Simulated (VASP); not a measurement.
# I in VASP: further runs, part 2 of 2

VASP 6.6.1. Earlier steps stand in the parts before.

## 3. Single point, PBE (strained)

Contents of INCAR:

```
PREC = Accurate
ENCUT = 520
EDIFF = 1E-7
ISMEAR = 0
SIGMA = 0.1
LREAL = F
LASPH = T
NELM = 100
ALGO = Normal
ISIF = 2
LWAVE = F
LCHARG = T
GGA = PE
LELF = T
LVHAR = T
NBANDS = 10
```

Contents of KPOINTS:

```
Automatic mesh
0
Gamma
  16 16 16
```

Contents of POSCAR:

```
I
1.0
   -1.7538722390      1.7538722390      4.6467215564
    1.7538722390     -1.7538722390      4.6467215564
    1.5597775190      1.5597775190     -4.6467215564
I
1
Direct
    0.0000000000      0.0000000000      0.0000000000
```

Potentials or basis: VASP PAW PBE potentials, release 64 (I).

Launch:

```bash
$ cat potpaw_PBE.64/I/POTCAR > POTCAR
$ mpirun -np 1 vasp_std > vasp.out
```

OUTCAR:

```text
PREC = Accurate
   ENCUT = 520
   EDIFF = 1E-7
   ISMEAR = 0
   LREAL = F
   LASPH = T
   NELM = 100
   ISIF = 2
   GGA = PE

 ion  position               nearest neighbor table
   1  0.000  0.000  0.000-

  LATTYP: Found a face centered orthorhombic cell.
 ALAT       =     4.4117170433
 B/A-ratio  =     1.1244374391
 C/A-ratio  =     2.1065365302

  Lattice vectors:

 A1 = (  -1.7538722390,   1.7538722390,   4.6467215564)
 A2 = (   1.5597775190,   1.5597775190,   4.6467215564)
 A3 = (  -0.1940947200,   3.3136497580,   0.0000000000)

Analysis of symmetry for initial positions (statically):
=====================================================================
 Subroutine PRICEL returns:
 Original cell was already a primitive cell.

 Routine SETGRP: Setting up the symmetry group for a
 face centered orthorhombic supercell.

 Subroutine GETGRP returns: Found  8 space group operations
 (whereof  8 operations were pure point group operations)
 out of a pool of  8 trial point group operations.

The static configuration has the point symmetry D_2h.

Analysis of symmetry for dynamics (positions and initial velocities):
=====================================================================
 Subroutine PRICEL returns:
 Original cell was already a primitive cell.

 Routine SETGRP: Setting up the symmetry group for a
 face centered orthorhombic supercell.

 Subroutine GETGRP returns: Found  8 space group operations
 (whereof  8 operations were pure point group operations)
 out of a pool of  8 trial point group operations.

The dynamic configuration has the point symmetry D_2h.

 Subroutine INISYM returns: Found  8 space group operations
 (whereof  8 operations are pure point group operations),
 and found     1 'primitive' translations

----------------------------------------------------------------------------------------

                                     Primitive cell

  volume of cell :      50.8472

  direct lattice vectors                    reciprocal lattice vectors
    -1.753872239  1.753872239  4.646721556     0.017737529  0.302821008  0.107602746
     1.753872239 -1.753872239  4.646721556     0.302821008  0.017737529  0.107602746
     1.559777519  1.559777519 -4.646721556     0.320558537  0.320558537  0.000000000

  length of vectors
     5.267272243  5.267272243  5.143717823     0.321859494  0.321859494  0.453338231

  position of ions in fractional coordinates (direct lattice)
     0.000000000  0.000000000  0.000000000

  ion indices of the primitive-cell ions
   primitive index   ion index
                 1           1

----------------------------------------------------------------------------------------

 KPOINTS: Automatic mesh

Automatic generation of k-mesh.
 Grid dimensions read from file:
 generate k-points for:   16   16   16

 Generating k-lattice:

  Cartesian coordinates                     Fractional coordinates (reciprocal lattice)
     0.001108596  0.018926313  0.006725172     0.062500000  0.000000000 -0.000000000
     0.018926313  0.001108596  0.006725172     0.000000000  0.062500000 -0.000000000
     0.020034909  0.020034909  0.000000000     0.000000000  0.000000000  0.062500000

  Length of vectors
     0.020116218  0.020116218  0.028333639

  Shift w.r.t. Gamma in fractional coordinates (k-lattice)
     0.000000000  0.000000000  0.000000000

 Subroutine IBZKPT returns following result:
 ===========================================

 Found    621 irreducible k-points:

 Following reciprocal coordinates:
            Coordinates               Weight
  0.000000  0.000000  0.000000      1.000000
  0.062500  0.000000  0.000000      8.000000
  0.125000  0.000000  0.000000      8.000000
  0.187500 -0.000000  0.000000      8.000000
  0.250000  0.000000  0.000000      8.000000
  0.312500  0.000000  0.000000      8.000000
[... 16 lines left out ...]
 -0.125000  0.062500  0.000000      8.000000
 -0.062500  0.062500  0.000000      2.000000
 [... further k-points ...]
   k-points           NKPTS =    621   k-points in BZ     NKDIM =    621   number of bands    NBANDS=     10
   number of dos      NEDOS =    301   number of ions     NIONS =      1
   total plane-waves  NPLWV =  64000
   dimension x,y,z NGX =    40 NGY =   40 NGZ =   40
   dimension x,y,z NGXF=    80 NGYF=   80 NGZF=   80
   ions per type =               1
   NGX,Y,Z   is equivalent  to a cutoff of  12.62, 12.62, 12.93 a.u.
   NGXF,Y,Z  is equivalent  to a cutoff of  25.25, 25.25, 25.86 a.u.
 SYSTEM =  unknown system
   PREC   = accura    normal or accurate (medium, high low for compatibility)
   ISTART =      0    job   : 0-new  1-cont  2-samecut
   ICHARG =      2    charge: 1-file 2-atom 10-const
   ISPIN  =      1    spin polarized calculation?
   LNONCOLLINEAR =      F non collinear calculations
   LSORBIT =      F    spin-orbit coupling
   LASPH  =      T    aspherical Exc in radial PAW
   ENCUT  =  520.0 eV  38.22 Ry    6.18 a.u.   9.79  9.79  9.56*2*pi/ulx,y,z
   NELM   =    100;   NELMIN=  2; NELMDL= -5     # of ELM steps
   EDIFF  = 0.1E-06   stopping-criterion for ELM
   LREAL  =      F    real-space projection
   EDIFFG = 0.1E-05   stopping-criterion for IOM
   NSW    =      0    number of steps for IOM
   IBRION =     -1    ionic relax: 0-MD 1-quasi-New 2-CG
   NFREE  =      0    steps in history (QN), initial steepest desc. (CG)
   ISIF   =      2    stress and relaxation
   ISYM   =      2    0-nonsym 1-usesym 2-fastsym
   POTIM  = 0.5000    time-step for ionic-motion
   TEBEG  =    0.0;   TEEND  =   0.0 temperature during run
   PSTRESS=    0.0 pullay stress
   NELECT =       7.0000    total number of electrons
   NUPDOWN=      -1.0000    fix difference up-down
   EMIN   =  10.00;   EMAX   =-10.00  energy-range for DOS
   EFERMI =   0.00;   METHOD = LEGACY
   ISMEAR =     0;   SIGMA  =   0.10  broadening in eV -4-tet -1-fermi 0-gaus
   EFERMI_NEDOS =   21; number of points for ismear=-14 and -15
   IALGO  =     38    algorithm
   IMIX   =      4    mixing-type and parameters
     AMIX     =   0.40;   BMIX     =  1.00
     AMIX_MAG =   1.60;   BMIX_MAG =  1.00
  volume/ion in A,a.u.               =      50.85       343.13
  Fermi-wavevector in a.u.,A,eV,Ry     =   0.845315  1.597413  9.722138  0.714557
  Thomas-Fermi vector in A             =   1.960483
   LORBIT       =      0    0 simple, 1 ext, 2 COOP (PROOUT), +10 PAW based schemes
   GGA     = PE    functional components
   LHFCALC =     F    Hartree Fock is set to
   AEXX    =    0.0000 exact exchange contribution
   IVDW    =     0    specifies the selected vdW correction
   LEPSILON=     F    determine dielectric tensor
   LRPA    =     F    only Hartree local field effects (RPA)
 non-spin polarized calculation
 Gauss-broadening in eV      SIGMA  =   0.10
  energy-cutoff  :      520.00
  volume of cell :       50.85
 maximum number of plane-waves:      1390
   NGX = 19   NGY = 19   NGZ = 19

 number of electron       7.0000000 magnetization

 Free energy of the ion-electron system (eV)
  ---------------------------------------------------
  ext. energy  EPLUGINS =         0.00000000
  ---------------------------------------------------
  free energy    TOTEN  =        -1.40462350 eV

  energy without entropy =       -1.40253542  energy(sigma->0) =       -1.40357946

 E-fermi :   1.4018     XC(G=0):  -7.1783

 val. band max:        1.3761277842   @ k =  -0.2500   0.0000   0.1250
 cond. band min:       1.4142972284   @ k =  -0.3125   0.3750   0.4375
 fundamental gap:      0.0381694442
 Fermi energy:         1.4017835629

 k-point     1 :       0.0000    0.0000    0.0000
  band No.  band energies     occupation
      1     -11.8408      2.00000
      2      -0.7751      2.00000
      3       2.0017      0.00000
      4       2.4018      0.00000
      5       5.7425      0.00000
      6       8.9856      0.00000
      7       9.2434      0.00000
      8      13.9265      0.00000
      9      13.9335      0.00000
     10      14.3536      0.00000
[... 287 lines left out ...]
 k-point    24 :      -0.0625    0.0625    0.0000
  band No.  band energies     occupation
      1     -11.7778      2.00000
      2      -0.7174      2.00000
      3       1.7596      0.00000
      4       2.0986      0.00000
      5       5.8636      0.00000
      6       9.3862      0.00000
      7       9.6341      0.00000
      8      12.8138      0.00000
      9      13.1674      0.00000
     10      15.6544      0.00000

 [... further k-points ...]

------------------------ aborting loop because EDIFF is reached ----------------------------------------

  FORCE on cell =-STRESS in cart. coord.  units (eV):
  Direction    XX          YY          ZZ          XY          YZ          ZX
  --------------------------------------------------------------------------------------
  -------------------------------------------------------------------------------------
  Total       -0.6640521     -0.6640521      0.0019095      0.1425931      0.0000000      0.0000000
  in kB      -20.9240375    -20.9240375      0.0601672      4.4930561      0.0000000      0.0000000
  external PRESSURE =     -13.9293026 kB  Pullay stress =       0.0000000 kB

 VOLUME and BASIS-vectors are now :
 -----------------------------------------------------------------------------
  energy-cutoff  :      520.00
  volume of cell :       50.85
      direct lattice vectors                 reciprocal lattice vectors
    -1.753872239  1.753872239  4.646721556     0.017737529  0.302821008  0.107602746
     1.753872239 -1.753872239  4.646721556     0.302821008  0.017737529  0.107602746
     1.559777519  1.559777519 -4.646721556     0.320558537  0.320558537  0.000000000

 POSITION                                       TOTAL-FORCE (eV/Angst)
 -----------------------------------------------------------------------------------
      0.00000      0.00000      0.00000        -0.000000      0.000000     -0.000000
 -----------------------------------------------------------------------------------
    total drift:                                0.000000      0.000000     -0.000000

  FREE ENERGIE OF THE ION-ELECTRON SYSTEM (eV)
  ---------------------------------------------------
  free  energy   TOTEN  =        -1.4046235018 eV

  energy  without entropy=       -1.4025354238  energy(sigma->0) =       -1.40357946
```

OSZICAR:

```text
N       E                     dE             d eps       ncg     rms          rms(c)
DAV:   1     0.222564872890E+02    0.22256E+02   -0.22977E+03 12420   0.476E+02
DAV:   2    -0.259321768395E+00   -0.22516E+02   -0.21811E+02 15988   0.803E+01
DAV:   3    -0.142344631021E+01   -0.11641E+01   -0.11515E+01 15436   0.189E+01
DAV:   4    -0.143691598765E+01   -0.13470E-01   -0.13468E-01 15386   0.251E+00
DAV:   5    -0.143715526788E+01   -0.23928E-03   -0.23928E-03 15520   0.320E-01    0.390E+00
DAV:   6    -0.141407561792E+01    0.23080E-01   -0.19296E-02 13960   0.640E-01    0.243E+00
DAV:   7    -0.140463488525E+01    0.94407E-02   -0.40329E-02 13784   0.945E-01    0.156E-01
DAV:   8    -0.140461200991E+01    0.22875E-04   -0.15434E-03 13564   0.240E-01    0.243E-02
DAV:   9    -0.140461872170E+01   -0.67118E-05   -0.22866E-05 15864   0.348E-02    0.113E-02
DAV:  10    -0.140462262693E+01   -0.39052E-05   -0.57677E-06 13560   0.145E-02    0.248E-03
DAV:  11    -0.140462332583E+01   -0.69890E-06   -0.48959E-07 14522   0.448E-03    0.145E-03
DAV:  12    -0.140462349280E+01   -0.16697E-06   -0.12657E-07 13644   0.220E-03    0.276E-04
DAV:  13    -0.140462350178E+01   -0.89853E-08   -0.29070E-09  7288   0.348E-04
   1 F= -.14046235E+01 E0= -.14035795E+01  d E =-.208808E-02
```

It took 11 min on 1 thread of Oxide Virtual Turin-like, shared host; peak memory 0.43 GiB.

Results:

| Quantity | Value |
| --- | --- |
| Free energy | -1.4046 eV |
| Pressure | -1.4 GPa |

Levels at points of the mesh, in eV from the Fermi level:
| k point | band 1 | band 2 | band 3 | band 4 | band 5 | band 6 | band 7 | band 8 |
| --- | --- | --- | --- | --- | --- | --- | --- | --- |
| (0.00, 0.00, 0.00) | -13.24 | -2.18 | 0.60 | 1.00 | 4.34 | 7.58 | 7.84 | 12.52 |
| (0.50, 0.00, 0.00) | -12.10 | -4.53 | -1.45 | 1.44 | 5.31 | 8.81 | 9.47 | 10.05 |
| (0.50, 0.50, 0.00) | -11.04 | -3.88 | -2.97 | -0.39 | 4.52 | 7.64 | 8.40 | 10.16 |
| (0.00, 0.00, 0.50) | -11.03 | -3.80 | -3.04 | -0.55 | 4.51 | 6.40 | 9.52 | 10.34 |
| (0.50, 0.50, 0.50) | -13.19 | -3.04 | 0.55 | 0.96 | 7.41 | 7.49 | 8.32 | 10.88 |

Caveat: the cell differs from its parent crystal (strained); spin-orbit coupling is left out, which moves the levels of the heavy elements; an odd number of electrons without spin polarisation forces a metal; a magnetic or distorted state may lie lower.
